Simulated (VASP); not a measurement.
A run of VASP 6.6.1 is set up as follows.

INCAR

```
SYSTEM = In3B
  PREC = Accurate
  ENCUT = 520
  EDIFF = 1E-6
  ISMEAR = 0
  SIGMA = 0.1
  LREAL = .False.
  LASPH = .True.
  NELM = 100
  ALGO = Normal
  ISIF = 2
  LWAVE = .False.
  LCHARG = .False.
  GGA = PE
  NBANDS = 29
```

File KPOINTS:

```
Automatic mesh
0
Gamma
  10 10 10
  0 0 0
```

Contents of POSCAR:

```
In3B
1.0
    4.4564222107      0.0000000000      0.0000000000
    0.0000000000      4.4564222107      0.0000000000
    0.0000000000      0.0000000000      4.4564222107
In B
3 1
Direct
    0.0000000000      0.5000000000      0.5000000000
    0.5000000000      0.0000000000      0.5000000000
    0.5000000000      0.5000000000      0.0000000000
    0.0000000000      0.0000000000      0.0000000000
```

Potentials or basis: VASP PAW PBE potentials, release 64 (In_d, B).

Command:

```sh
$ cat potpaw_PBE.64/In_d/POTCAR potpaw_PBE.64/B/POTCAR > POTCAR
$ mpirun -np 1 vasp_std > vasp.out
```

Estimate the band gap on the k mesh.

zero (band 21 reaches 7.81 eV, above the bottom of band 22 at 3.68 eV).

Predict the pressure.

0.0 GPa.

Caveat: spin-orbit coupling is left out, which moves the levels of the heavy elements.
